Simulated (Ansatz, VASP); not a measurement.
## MgS in VASP and in Ansatz

```
Mg S
1.0
     0.00000    2.60152    2.60152
     2.60152    0.00000    2.60152
     2.60152    2.60152    0.00000
Mg S
1 1
Direct
  0.00000 0.00000 0.00000
  0.50000 0.50000 0.50000
```

Alike in both runs: task single point; functional PBEsol; k mesh 6 × 6 × 6; occupations methfessel-paxton of order 1, width 0.5 eV; no spin polarisation.

```csv
,VASP,Ansatz
version,VASP 6.6.1,Ansatz 0.2.0
potentials or method,"VASP PAW PBE potentials, release 64 (Mg_sv, S)",plane waves
plane-wave cutoff (eV),840,420
valence electrons in the cell,16,16
```

```csv
,VASP,Ansatz,Ansatz less VASP
pressure (GPa),-1.0,-0.9,+0.12
```

VASP's potentials were made for PBE, not for PBEsol.
